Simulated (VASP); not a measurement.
Input of a VASP 6.6.1 run:

File INCAR:

```
SYSTEM = KCl
PREC = Accurate ; ENCUT = 520
EDIFF = 1E-6 ; ISMEAR = 0
SIGMA = 0.01 ; LREAL = .False.
LASPH = .True. ; NELM = 80
ALGO = Normal ; ISIF = 2
LWAVE = .False. ; LCHARG = .False.
GGA = PE ; NBANDS = 15
```

Contents of KPOINTS:

```
regular mesh
0
Gamma
  4 4 4
  0 0 0
```

The input POSCAR:

```
KCl
1.0
    0.0000000000      3.1448471213      3.1448471213
    3.1964226141      0.0000000000      3.1448471213
    3.1964226141      3.1448471213      0.0000000000
K Cl
1 1
Direct
    0.0000000000      0.0000000000      0.0000000000
    0.5000000000      0.5000000000      0.5000000000
```

Potentials or basis: VASP PAW PBE potentials, release 64 (K_sv, Cl).

The run is started by

```console
$ cat potpaw_PBE.64/K_sv/POTCAR potpaw_PBE.64/Cl/POTCAR > POTCAR
$ mpirun -np 1 vasp_std > vasp.out
```

Question: What does it give for the pressure?

Answer: 0.5 GPa.

Question: Predict the band gap on the k mesh.

Answer: 5.13 eV.

Stress tensor (GPa, compression positive):
```
0.14 0.00 0.00
0.00 0.70 0.00
0.00 0.00 0.70
```

Caveat: the k points lie up to 0.43 Å⁻¹ apart; the cell differs from its parent crystal (uniaxial x strain +1.6%).
